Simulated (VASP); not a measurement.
# Al16N16F (a cell with a defect) in VASP: notebook, part 2 of 2

VASP 6.6.1. The steps go on from the part before.

### 3 Single point, PBE, collinear spin

The input, INCAR:

```
ALGO = Normal
EDIFF = 1E-6
ENCUT = 520
GGA = PE
GGA_COMPAT = F
ISIF = 2
ISMEAR = -1
ISPIN = 2
LASPH = T
LCHARG = F
LORBIT = 11
LREAL = Auto
LWAVE = F
MAGMOM = 0 0 0 0 0 0 0 0 0 0 0 0 0 0 0 0 0.05 0.06 0.05 0.05 0.07 0.06 0.06 0.05 0.05 0.03 0.05 0.07 0.05 0.06 0.05 0.05 0.02
NBANDS = 94
NELM = 200
NUPDOWN = 1.0
PREC = Accurate
SIGMA = 0.01
```

The input, KPOINTS:

```
k-points
0
Gamma
  1 1 1
```

The input, POSCAR:

```
Al16N16F
1.0
    6.2604124000      0.0000000600      0.0000000000
   -3.1302062500      5.4216761500      0.0000000000
    0.0000000000      0.0000000000     10.0361163400
Al N F
16 16 1
Direct
    0.3332819819      0.1666592670      0.2495662848
    0.1666297052      0.3332615822      0.4984121905
    0.3366206328      0.1683480834      0.7442955026
    0.1625708025      0.3251264507      0.9976909370
    0.3333597337      0.6667108711      0.2574136070
    0.1666298700      0.8334275921      0.4984147012
    0.3333642136      0.6667168572      0.7497366355
    0.1626229775      0.8375111230      0.9977611682
    0.8333774586      0.1666578209      0.2495678580
    0.6667064456      0.3334157063      0.4955719150
    0.8317263317      0.1683488992      0.7442961303
    0.6667078287      0.3334088454      0.9923589320
    0.8334063324      0.6668131868      0.2495257428
    0.6668022106      0.8334308757      0.4984138980
    0.8317620906      0.6635245123      0.7443130829
    0.6749094596      0.8375141674      0.9977612777
    0.3335313779      0.1667935324      0.4443157167
    0.1716269897      0.3432564343      0.2062471189
    0.3462513092      0.1731465374      0.9325162087
    0.1669967882      0.3339930279      0.6924924387
    0.3333537262      0.6666998110      0.4524620347
    0.1716612725      0.8284176637      0.2061248514
    0.3333447435      0.6666684726      0.9488590482
    0.1670160595      0.8330688779      0.6924978082
    0.8332597252      0.1667941091      0.4443138546
    0.6666953998      0.3333918833      0.1893895983
    0.8268997002      0.1731464230      0.9325134210
    0.6667193570      0.3334405217      0.6843979820
    0.8332838205      0.6665692726      0.4442706478
    0.6567705309      0.8284256439      0.2061226386
    0.8269509887      0.6538971210      0.9325606720
    0.6660618154      0.8330731527      0.6924925711
    0.0000923823      0.0001570505      0.0679400810
```

Potentials or basis: VASP PAW PBE potentials, release 64 (Al, N, F).

Run with:

```sh
> cat potpaw_PBE.64/Al/POTCAR potpaw_PBE.64/N/POTCAR potpaw_PBE.64/F/POTCAR > POTCAR
> mpirun -np 1 vasp_gam > vasp.out
```

Run time: 4.6 min. Hardware: 1 thread of Intel Xeon 8259CL, shared host; peak memory 0.56 GiB.

It converged, with:

* Free energy: -229.5479 eV
* Pressure: 5.7 GPa
* Largest force: 0.016 eV/Å
* Net moment: 1.00 μB per cell
* Site moments: Al -0.00; N +0.04, +0.06, +0.05, +0.03 (each value once); F +0.01 μB
* Valence electrons inside the program's atomic spheres: Al 0.78, 0.79, 0.73, 0.85, 0.77, 0.80, 0.82 (each value once); N 3.87, 3.88, 3.89, 3.83, 3.85 (each value once); F 6.25

Forces on the atoms (eV/Å):
```
Al  -0.001  0.000  0.001
Al   0.000 -0.001 -0.001
Al   0.002  0.002 -0.001
Al   0.000  0.016 -0.003
Al   0.000 -0.001  0.006
Al   0.000  0.001  0.000
Al   0.000  0.000  0.004
Al   0.012 -0.008 -0.005
Al   0.001  0.000  0.001
Al   0.000 -0.002 -0.004
Al  -0.001  0.002 -0.001
Al   0.000 -0.001  0.003
Al   0.001  0.002  0.002
Al   0.000  0.001  0.000
Al   0.000 -0.004  0.001
Al  -0.013 -0.008 -0.005
N    0.002  0.000  0.001
N    0.000 -0.002 -0.003
N   -0.003 -0.002  0.004
N    0.000 -0.003 -0.001
N    0.000  0.001 -0.006
N   -0.002  0.002  0.000
N    0.000  0.002 -0.002
N   -0.003  0.003 -0.001
N   -0.002  0.000  0.001
N    0.000 -0.001 -0.005
N    0.004 -0.002  0.005
N    0.000 -0.001  0.001
N    0.000 -0.001  0.002
N    0.002  0.001  0.000
N    0.000  0.004  0.004
N    0.003  0.003 -0.001
F   -0.002 -0.003  0.003
```

Stress tensor (GPa, compression positive):
```
11.32  0.00  0.00
 0.00 11.32  0.00
 0.00  0.00 -5.48
```

Caveat: the k points lie up to 1.16 Å⁻¹ apart, too coarse for converged energies, forces and pressures; the total moment is fixed, so each spin has its own Fermi level and the state may be an excited one.

### 4 Single point, PBE, collinear spin

The input, INCAR:

```
PREC = Accurate
ENCUT = 520
EDIFF = 1E-6
ISMEAR = -1
SIGMA = 0.01
LREAL = Auto
LASPH = True
NELM = 200
ALGO = Normal
ISIF = 2
LWAVE = False
LCHARG = True
ISPIN = 2
MAGMOM = 0 0 0 0 0 0 0 0 0 0 0 0 0.01 0 0 0 0 0 0 0 0 0.45 0 0 0 0 0 0 0 0.25 0 0 0.16
LORBIT = 11
NUPDOWN = 1.0
GGA = PE
LELF = True
LVHAR = True
NBANDS = 94
GGA_COMPAT = False
```

The input, KPOINTS:

```
regular mesh
0
Gamma
  1 1 1
```

The input, POSCAR:

```
Al16N16F
1.0
    6.2604124000      0.0000000600      0.0000000000
   -3.1302062500      5.4216761500      0.0000000000
    0.0000000000      0.0000000000     10.0361163400
Al N F
16 16 1
Direct
    0.3252243776      0.1626559677      0.2479607565
    0.1666465859      0.3332819851      0.4996515415
    0.3333797129      0.1668045001      0.7485921591
    0.1683307637      0.3366171161      0.9945137802
    0.3333335736      0.6666508438      0.2424742717
    0.1668322236      0.8336183986      0.4996990698
    0.3333702702      0.6667360573      0.7457021966
    0.1684288456      0.8318634063      0.9943993933
    0.8374579345      0.1626483997      0.2479242882
    0.6667907959      0.3335944291      0.5075594809
    0.8334445006      0.1668076301      0.7485696404
    0.6668388115      0.3336530825      0.9998741206
    0.8375979969      0.6751845460      0.2477388579
    0.6667943501      0.8336174709      0.4997221864
    0.8335510849      0.6670846524      0.7484608334
    0.6634481632      0.8318528874      0.9943843477
    0.3433650195      0.1717789764      0.4561300253
    0.1730294225      0.3460671456      0.1827806631
    0.3341616547      0.1671735742      0.9426277735
    0.1667757890      0.3335225012      0.6943511578
    0.3333787379      0.6667408528      0.4395100506
    0.1732481705      0.8270477368      0.1826665752
    0.3333368182      0.6666694727      0.9345072020
    0.1669793494      0.8335315251      0.6944424281
    0.8283959319      0.1717695643      0.4562204985
    0.6668310097      0.3336713426      0.1990386453
    0.8330494635      0.1671650842      0.9425974829
    0.6667924855      0.3335946135      0.7026065423
    0.8285630515      0.6571574642      0.4566616054
    0.6538001801      0.8270674671      0.1826449533
    0.8331861472      0.6663343309      0.9425516484
    0.6665392884      0.8335082795      0.6944541857
   -0.0002057846     -0.0002940050      0.3181805483
```

Run with:

```sh
> cat potpaw_PBE.64/Al/POTCAR potpaw_PBE.64/N/POTCAR potpaw_PBE.64/F/POTCAR > POTCAR
> mpirun -np 1 vasp_gam > vasp.out
```

Run time: 4.4 min. Hardware: 1 thread of Intel Xeon 8259CL, shared host; peak memory 0.57 GiB.

The run converged. Its results:

```
Free energy                                           : -229.5478 eV
Pressure                                              : 5.7 GPa
Largest force                                         : 0.021 eV/Å
Net moment                                            : 1.00 μB per cell
Site moments                                          : Al -0.00; N +0.06, +0.05, +0.04, +0.03 (each value once); F +0.01 μB
Valence electrons inside the program's atomic spheres : Al 0.73, 0.78, 0.79, 0.82, 0.80, 0.85, 0.77 (each value once); N 3.87, 3.88, 3.85, 3.89, 3.83 (each value once); F 6.25
```

Forces in eV/Å, atoms in the order of the input:
```
Al   0.014  0.005  0.000
Al   0.000  0.003  0.000
Al  -0.003  0.002 -0.006
Al  -0.001  0.001 -0.008
Al   0.000  0.006  0.008
Al   0.000  0.000  0.003
Al  -0.001 -0.001 -0.010
Al   0.001  0.000  0.002
Al  -0.018  0.006  0.001
Al  -0.002 -0.009  0.002
Al   0.002  0.001 -0.005
Al   0.002 -0.002  0.002
Al  -0.001 -0.021  0.004
Al  -0.001 -0.001  0.002
Al   0.000 -0.001 -0.003
Al  -0.001  0.001  0.002
N    0.006  0.006  0.002
N    0.001  0.003 -0.001
N   -0.009 -0.002  0.006
N    0.000  0.007  0.008
N    0.000  0.002 -0.005
N   -0.004  0.001 -0.004
N    0.000 -0.001  0.009
N    0.003 -0.006  0.004
N   -0.003  0.007 -0.001
N    0.002 -0.002 -0.007
N    0.008 -0.001  0.009
N    0.001  0.000 -0.006
N    0.002 -0.011 -0.008
N    0.004 -0.002 -0.006
N   -0.001  0.003  0.005
N   -0.001 -0.005  0.005
F    0.002  0.010 -0.005
```

Stress tensor (GPa, compression positive):
```
11.32  0.00  0.00
 0.00 11.32  0.01
 0.00  0.01 -5.48
```

Caveat: the k points lie up to 1.16 Å⁻¹ apart, too coarse for converged energies, forces and pressures; the total moment is fixed, so each spin has its own Fermi level and the state may be an excited one.
